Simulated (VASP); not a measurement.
Runs of VASP 6.6.1 on NaCl. The structure is cubic, space group Fm-3m (No. 225). Conventional cell: a = 5.605 Å, b = 5.605 Å, c = 5.605 Å, α = 90.00°, β = 90.00°, γ = 90.00°. Na (site symmetry m-3m) has 6 Cl at 2.80 Å within 3.7 Å. Within 3.7 Å of Cl (site symmetry m-3m) lie 6 Na at 2.80 Å. 

```tsv
level	k mesh	grid for exact exchange (PRECFOCK)	share of exact exchange	screening parameter	gap on the mesh (eV)	pressure (GPa)
PBE-based global hybrid with 100 % exact exchange	4 × 4 × 4	Normal	1	-	(c)	-1.3
PBE-based global hybrid with 35 % exact exchange	4 × 4 × 4	Normal	0.35	-	8.16	(a)
PBE-based screened hybrid with 20 % exact exchange	4 × 4 × 4	Normal	0.2	0.1 1/Å	(b)	0.8
HSE06	4 × 4 × 4	Normal	0.25	0.2079 1/Å	6.55	0.7
PBE-based screened hybrid with 20 % exact exchange	4 × 4 × 4	Normal	0.2	0.2078 1/Å	6.27	0.8
PBE	6 × 6 × 6	-	-	-	5.18	1.2
```

Alike in all rows: task single point; potentials or basis VASP PAW PBE potentials, release 64 (Na_pv, Cl); no spin polarisation; cell as given; cutoff (eV) 520; smearing gaussian 0.01 eV.

Q: Fill in the values left out.

A: (a) 0.3; (b) 6.57; (c) 13.87.

Caveats: some runs use coarse meshes; the PAW data sets were made with another functional, which shifts forces and pressure a little (at least some runs).

